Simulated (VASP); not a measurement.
Set up this calculation in VASP 6.6.1, as the native input.

- Task: single point
- Functional: PBEsol
- Potentials or basis: VASP PAW PBE potentials, release 64 (Y_sv)
- Cutoff: 520 eV
- k mesh: 13 × 13 × 7
- Occupations: fermi-dirac, width 0.1 eV
- Spin: no spin polarisation
- Dipole correction: no
- Further INCAR settings: ALGO = Normal; EDIFF = 1e-06; NBANDS = 18

The structure of Y lies in POSCAR:

```
Y
1.0
    3.5921426004      0.0000000000      0.0000000000
   -1.7960713002      3.1108867460      0.0000000000
    0.0000000000      0.0000000000      5.6151984368
Y
2
Direct
    0.3333333333      0.6666666667      0.2500000000
    0.6666666667      0.3333333333      0.7500000000
```

These files were run (other wordings do the same):

INCAR

```
SYSTEM = Y
ALGO = Normal ; EDIFF = 1E-6
ENCUT = 520 ; GGA = PS
ISIF = 2 ; ISMEAR = -1
LASPH = .True. ; LCHARG = .False.
LREAL = .False. ; LWAVE = .False.
NBANDS = 18 ; NELM = 80
PREC = Accurate ; SIGMA = 0.1
```

KPOINTS

```
k-points
0
Gamma
  13 13 7
  0 0 0
```

Potentials or basis: VASP PAW PBE potentials, release 64 (Y_sv).

Run with:

```console
$ cat potpaw_PBE.64/Y_sv/POTCAR > POTCAR
$ mpirun -np 1 vasp_std > vasp.out
```

It gave:

- Pressure: -0.1 GPa
- Band gap on the k mesh: zero (bands 11 and 12 overlap by 1.53 eV)

Caveat: the PAW data sets were made with another functional, which shifts forces and pressure a little.

Run time: 2.8 min on 1 thread of AMD EPYC 7R13, on a shared host, peak memory 0.21 GiB.
